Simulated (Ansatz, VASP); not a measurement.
# NiSe3: VASP beside Ansatz

```
CELL_PARAMETERS angstrom
4.41583 0.00000 0.00000
0.00000 4.41583 0.00000
0.00000 0.00000 4.41583
ATOMIC_POSITIONS crystal
Ni 0.00000 0.00000 0.00000
Se 0.00000 0.50000 0.50000
Se 0.50000 0.00000 0.50000
Se 0.50000 0.50000 0.00000
```

Alike in both runs: task relaxation of cell and atoms; functional PBE; k mesh 4 × 4 × 4; occupations gaussian, width 0.1 eV; collinear spin.

|  | VASP | Ansatz |
| --- | --- | --- |
| version | VASP 6.6.1 | Ansatz 0.2.0 |
| potentials or method | VASP PAW PBE potentials, release 64 (Ni, Se), cutoff 600 eV | scalar-relativistic, plane waves, PAW |
| valence electrons in the cell | 28 | 66 |

VASP gave:

```
gap on the k mesh at the Fermi level, each at its own relaxed structure (eV) : none
net moment per atom (μB)                                                     : 0.00
size of the moment on the site where the two differ most (μB)                : 0.00
relaxed volume (Å³/atom)                                                     : 18.50
relaxed cell length with the largest relative difference (Å)                 : 4.198
```

Problem. What did Ansatz give for the same quantities?

Solution. gap on the k mesh at the Fermi level, each at its own relaxed structure (eV): none; net moment per atom (μB): 0.14; size of the moment on the site where the two differ most (μB): 0.46; relaxed volume (Å³/atom): 18.53; relaxed cell length with the largest relative difference (Å): 4.201.

The net moments are unlike, so the other rows may belong to different states. Site moments also hang on the region over which each program counts them. A gap of «none» marks a metal or a gap that the smearing closes. VASP's potentials hold 28 valence electrons a cell and Ansatz's 66, so a difference there can come from the potentials and not from the codes.
